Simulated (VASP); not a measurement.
Set up this calculation in VASP 6.6.1, as the native input.

```yaml
Task: single point
Functional: PBE
Potentials_or_basis: VASP PAW PBE potentials, release 64 (As)
Cutoff: 520 eV
k_mesh: 12 × 12 × 1
Occupations: gaussian, width 0.01 eV
Spin: non-collinear spin, zero start, spin-orbit coupling
Starting_moments: "[[0.0, 0.0, 0.0], [0.0, 0.0, 0.0]] μB"
Dipole_correction: yes
Further_INCAR_settings: ALGO = Normal; EDIFF = 1e-07; NBANDS = 22
```

The structure of As lies in POSCAR:

```
As
1.0
    3.5749013640      0.0000000000      0.0000000000
   -1.7874506820      3.0959553972      0.0000000000
    0.0000000000      0.0000000000     26.4156438000
As
2
Direct
    0.3333333333      0.6666666667      0.3206195636
    0.6666666667      0.3333333333      0.3724478490
```

The input as run:

INCAR

```
SYSTEM = As
ALGO = Normal ; DIPOL = 0.5 0.5 0.347
EDIFF = 1E-7 ; ENCUT = 520
GGA = PE ; GGA_COMPAT = .False.
IDIPOL = 3 ; ISIF = 2
ISMEAR = 0 ; LASPH = .True.
LCHARG = .False. ; LDIPOL = .True.
LORBIT = 11 ; LORBMOM = .True.
LREAL = .False. ; LSORBIT = .True.
LWAVE = .False. ; MAGMOM = 0 0 0 0 0 0
NBANDS = 22 ; NELM = 150
PREC = Accurate ; SIGMA = 0.01
```

KPOINTS

```
k-points
0
Gamma
  12 12 1
  0 0 0
```

Potentials or basis: VASP PAW PBE potentials, release 64 (As).

The run is started by

```bash
$ cat potpaw_PBE.64/As/POTCAR > POTCAR
$ mpirun -np 1 vasp_ncl > vasp.out
```

Results of the run:

```json
{
  "Largest force": "0.495 eV/Å",
  "Net moment": "0.00 μB per cell",
  "Valence electrons inside the program's atomic spheres": "As 2.73"
}
```

Run time: 5 min on 1 thread of Intel(R) Xeon(R) 6975P-C (Granite Rapids), on a shared host, peak memory 0.99 GiB.
